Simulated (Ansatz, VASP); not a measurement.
**One calculation of Ir, two programs**

The input INCAR:

```
SYSTEM = Ir
ALGO = Normal ; EDIFF = 1E-7
ENCUT = 520 ; GGA = CA
ISIF = 2 ; ISMEAR = 1
LASPH = .TRUE. ; LCHARG = .FALSE.
LREAL = .FALSE. ; LWAVE = .FALSE.
NBANDS = 10 ; NELM = 60
PREC = Accurate ; SIGMA = 0.03
```

KPOINTS

```
k-points
0
G
  14 14 14
  0 0 0
```

File POSCAR:

```
Ir
1.0
    0.0000000000      1.9060927672      1.9060927672
    1.9060927672      0.0000000000      1.9060927672
    1.9060927672      1.9060927672      0.0000000000
Ir
1
Direct
    0.0000000000      0.0000000000      0.0000000000
```

Input for Ansatz:

```yaml
crystal:
  lattice:
    - [0.0, 1.9060927672, 1.9060927672]
    - [1.9060927672, 0.0, 1.9060927672]
    - [1.9060927672, 1.9060927672, 0.0]
  atoms:
    - { symbol: Ir, position: [0.0, 0.0, 0.0] }
hamiltonian:
  xc: lda
  pseudopotentials:
    kind: paw
    azcp:
      Ir: "pseudopotentials/Ir.paw.azcp"
basis:
  ecutwfc: 420
  fft_grid_basis: typed
kpoints:
  mp_grid: { grid: [14, 14, 14], shift: [0, 0, 0] }
magnetization:
  spin_polarized: false
scf:
  occupations: { method: methfessel_paxton, width: 0.03 }
  lower_state_search: "off"
output:
  stress: true
  write_density: true
  write_potential: true
  elf: true
  volumetric_format: npy
```

Alike in both runs: task single point; functional LDA; k mesh 14 × 14 × 14; occupations methfessel-paxton of order 1, width 0.03 eV; no spin polarisation.

```csv
,VASP,Ansatz
version,VASP 6.6.1,Ansatz 0.2.0
potentials or method,"VASP PAW LDA potentials, release 64 (Ir), cutoff 520 eV","plane waves (420 eV) with PAW, scalar-relativistic"
valence electrons in the cell,9,17
```

Ansatz gave:

```
pressure (GPa) : -0.2
```

Which values does VASP return?

Pressure (GPa): 2.4.

Ansatz warns that its potentials were made for another functional, while VASP's fit it. LDA's correlation is that of Perdew and Zunger in VASP and of Perdew and Wang (1992) in Ansatz. VASP's potentials hold 9 valence electrons a cell and Ansatz's 17, so a difference there can come from the potentials and not from the codes.

Spin-orbit coupling is off throughout.
